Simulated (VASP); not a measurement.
A run of VASP 6.6.1 is set up as follows.

The input POSCAR:

```
K2S
1.0
    3.8672716319      3.8672716319      0.0000000000
   -3.8672716319      3.8672716319      0.0000000000
    0.0000000000      3.8672716319      3.8672716319
K S
2 1
Direct
    0.2500000000      0.7500000000      0.5000000000
    0.7500000000      0.2500000000      0.5000000000
    0.0000000000      0.0000000000      0.0000000000
```

File INCAR.step1:

```
PREC = Accurate
ENCUT = 550
ISMEAR = 0
SIGMA = 0.01
LREAL = False
LASPH = True
NELM = 120
NBANDS = 19
GGA = PE
ALGO = Normal
EDIFF = 1E-5
LWAVE = True
LCHARG = False
GGA_COMPAT = False
```

INCAR.step2

```
PREC = Accurate
ENCUT = 550
EDIFF = 1E-6
ISMEAR = 0
SIGMA = 0.01
LREAL = False
LASPH = True
NELM = 120
ALGO = Normal
ISIF = 2
LWAVE = False
LCHARG = False
METAGGA = R2SCAN
LMIXTAU = True
NBANDS = 19
ISTART = 1
GGA_COMPAT = False
```

KPOINTS

```
Automatic mesh
0
Gamma
  6 6 6
```

Potentials or basis: VASP PAW PBE potentials, release 64 (K_sv, S).

Run with:

```bash
$ cat potpaw_PBE.64/K_sv/POTCAR potpaw_PBE.64/S/POTCAR > POTCAR
$ cp INCAR.step1 INCAR
$ mpirun -np 1 vasp_std > vasp.out
$ cp INCAR.step2 INCAR
$ mpirun -np 1 vasp_std > vasp.out
```

Predict the band gap on the k mesh.

2.44 eV (least direct gap 2.54 eV).

What does it give for the pressure?

-2.0 GPa.

Caveat: the PAW data sets were made with another functional, which shifts forces and pressure a little. A k mesh can miss the band edges.
